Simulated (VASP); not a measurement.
Crystal: SrO.

```
Sr O
1.0
     0.00000    2.80122    2.79228
     2.80122    0.00000    2.79228
     2.80122    2.80122    0.00000
Sr O
1 1
Direct
  0.00000 0.00000 0.00000
  0.25000 0.25000 0.25000
```

This cell differs from its parent crystal: biaxial xy strain +0.3%.

Base run:

* Program: VASP 6.6.1
* Functional: r2SCAN
* Potentials or basis: VASP PAW PBE potentials, release 64 (Sr_sv, O)
* Cutoff: 660 eV
* k mesh: 8 × 8 × 8
* Occupations: gaussian, width 0.01 eV
* Spin: no spin polarisation

Its results: band gap on the k mesh 2.88 eV (least direct gap 3.72 eV); pressure -0.1 GPa.

The run is repeated on the same cell with these changes: functional from r2SCAN to PBE; cutoff from 660 eV to 600 eV; occupations from gaussian, width 0.01 eV to fermi-dirac, width 0.02 eV. What comes out?

Band gap on the k mesh 2.51 eV (least direct gap 3.34 eV); pressure 0.9 GPa.

Caveats: the PAW data sets were made with another functional, which shifts forces and pressure a little (at least some runs).

A k mesh can miss the band edges.
